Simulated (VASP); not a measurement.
Here is a VASP 6.6.1 calculation.

The input INCAR:

```
PREC     = Accurate       # precision mode
ENCUT    = 600            # plane-wave cutoff, eV
EDIFF    = 1E-6           # SCF threshold, eV
ISMEAR   = 0              # smearing method
SIGMA    = 0.1            # smearing width, eV
LREAL    = False          # projectors in reciprocal space
LASPH    = True           # aspherical terms in the spheres
NELM     = 80             # most SCF steps
ALGO     = Normal         # electronic algorithm
ISIF     = 3              # what is computed and relaxed
LWAVE    = False          # write WAVECAR
LCHARG   = False          # write CHGCAR
GGA      = PE             # functional
IBRION   = 2              # ionic algorithm
NSW      = 100            # ionic steps
EDIFFG   = -0.01          # ionic threshold
```

KPOINTS

```
Automatic mesh
0
Gamma
  10 10 10
```

File POSCAR:

```
TlH4
1.0
    3.8440576533      0.0000000000      0.0000000000
    0.0000000000      3.8440576533      0.0000000000
    0.0000000000      0.0000000000      3.8440576533
Tl H
1 4
Direct
    0.5000000000      0.5000000000      0.5000000000
    0.0000000000      0.0000000000      0.0000000000
    0.5000000000      0.5000000000      0.0000000000
    0.5000000000      0.0000000000      0.5000000000
    0.0000000000      0.5000000000      0.5000000000
```

Potentials or basis: VASP PAW PBE potentials, release 64 (Tl_d, H).

The run is started by

```bash
$ cat potpaw_PBE.64/Tl_d/POTCAR potpaw_PBE.64/H/POTCAR > POTCAR
$ mpirun -np 1 vasp_std > vasp.out
```

Task: Estimate the relaxed volume.

Result: 11.46 Å³/atom.

Task: Estimate the band gap on the k mesh.

Result: Zero (an odd number of electrons rules out a gap without spin polarisation).

Task: Predict the space group after relaxing (to 0.1 Å).

Result: Pm-3m (No. 221).

Task: Predict the relaxed cell.

Result: a = 3.856 Å, b = 3.856 Å, c = 3.856 Å, α = 90.00°, β = 90.00°, γ = 90.00°.

Final structure:
```cif
data_structure
_symmetry_space_group_name_H-M 'P 1'
_symmetry_Int_Tables_number 1
_cell_length_a 3.8556
_cell_length_b 3.8556
_cell_length_c 3.8556
_cell_angle_alpha 90.000
_cell_angle_beta 90.000
_cell_angle_gamma 90.000
_cell_volume 57.32
loop_
_atom_site_label
_atom_site_type_symbol
_atom_site_fract_x
_atom_site_fract_y
_atom_site_fract_z
_atom_site_occupancy
Tl1 Tl 0.50000 0.50000 0.50000 1
H1 H 0.00000 0.00000 0.00000 1
H2 H 0.50000 0.50000 0.00000 1
H3 H 0.50000 0.00000 0.50000 1
H4 H 0.00000 0.50000 0.50000 1
```

Caveat: spin-orbit coupling is left out, which moves the levels of the heavy elements.
